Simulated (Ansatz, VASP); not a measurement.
## One calculation of NaCl, two programs

```xyz
2
Lattice="0.0000 2.6052 2.7185 2.6052 0.0000 2.7185 2.6052 2.6052 0.0000" Properties=species:S:1:pos:R:3 pbc="T T T"
Na    0.0000    0.0000    0.0000
Cl    2.6052    2.6052    2.7185
```

Change from the starting cell: strain -0.080 along x and y, -0.040 along z, atoms carried along.

Alike in both runs: task single point; functional r2SCAN; k mesh 8 × 8 × 8; occupations gaussian, width 0.05 eV; no spin polarisation.

|  | VASP | Ansatz |
| --- | --- | --- |
| version | VASP 6.6.1 | Ansatz 0.2.0 |
| potentials or method | VASP PAW PBE potentials, release 64 (Na_pv, Cl), cutoff 520 eV | scalar-relativistic, plane waves, PAW |
| valence electrons in the cell | 14 | 16 |

```csv
,VASP,Ansatz,Ansatz less VASP
gap on the k mesh at the Fermi level (eV),6.85,6.82,-0.027
least direct gap on the mesh (eV),6.85,6.82,-0.027
pressure (GPa),7.2,7.7,+0.42
"traceless stress, the component that is largest in VASP (GPa)",-3.04,-3.00,+0.039
```

VASP's potentials were made for PBE, not for r2SCAN. With one functional, cell and mesh, what is left measures potentials, basis and numerics. VASP's potentials hold 14 valence electrons a cell and Ansatz's 16, so a difference there can come from the potentials and not from the codes.
